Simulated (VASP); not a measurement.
Input of a VASP 6.6.1 run:

Contents of INCAR:

```
ALGO = Normal
EDIFF = 1E-6
ENCUT = 520
ISIF = 2
ISMEAR = 0
LASPH = T
LCHARG = F
LREAL = F
LWAVE = F
NBANDS = 20
NELM = 80
PREC = Accurate
SIGMA = 0.02
```

File KPOINTS:

```
k-points
0
Gamma
  12 12 4
```

File POSCAR:

```
Te2Mo
1.0
    3.3039697012      0.0000000000      0.0000000000
   -1.6519848506      2.8613216946      0.0000000000
    0.0000000000      0.0000000000      7.0832256881
Te Mo
2 1
Direct
    0.3333333333      0.6666666667      0.7420497336
    0.3333333333      0.6666666667      0.2579502664
    0.0000000000      0.0000000000      0.0000000000
```

Potentials or basis: VASP PAW LDA potentials, release 64 (Te, Mo_sv).

Launch:

```sh
$ cat potpaw_LDA.64/Te/POTCAR potpaw_LDA.64/Mo_sv/POTCAR > POTCAR
$ mpirun -np 1 vasp_std > vasp.out
```

Task: What does it give for the pressure?

Result: 12.5 GPa.

Task: Predict the largest force.

Result: 0.058 eV/Å.

Forces on the atoms (eV/Å):
```
Te   0.000  0.000 -0.058
Te   0.000  0.000  0.058
Mo   0.000  0.000  0.000
```
